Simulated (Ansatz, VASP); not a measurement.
# Ni in VASP and in Ansatz

```
Ni
1.0
     0.00000    1.65391    1.65391
     1.65391    0.00000    1.65391
     1.65391    1.65391    0.00000
Ni
1
Direct
  0.00000 0.00000 0.00000
```

Alike in both runs: task single point; functional PBE; dispersion D4; k mesh 13 × 13 × 13; occupations tetrahedron; collinear spin; Hubbard terms Ni d U = 3.5 eV.

|  | VASP | Ansatz |
| --- | --- | --- |
| version | VASP 6.6.1 | Ansatz 0.2.0 |
| potentials or method | VASP PAW PBE potentials, release 64 (Ni_sv_GW) | Ansatz PAW |
| plane-wave cutoff (eV) | 590 | 420 |
| valence electrons in the cell | 18 | 18 |

Ansatz gave:

| Quantity | Value |
| --- | --- |
| gap on the k mesh at the Fermi level (eV) | none |
| net moment per atom (μB) | 0.60 |
| size of the moment on the site where the two differ most (μB) | 0.64 |

Q: Which values does VASP return?

A: gap on the k mesh at the Fermi level (eV): none; net moment per atom (μB): 0.69; size of the moment on the site where the two differ most (μB): 0.75.

Site moments also hang on the region over which each program counts them. The programs project onto different local orbitals, so the same U acts differently, and such runs can settle in different states. A gap of «none» marks a metal or a gap that the smearing closes.

Noted on Ansatz's run: the magnetic or orbital state may not be the lowest.
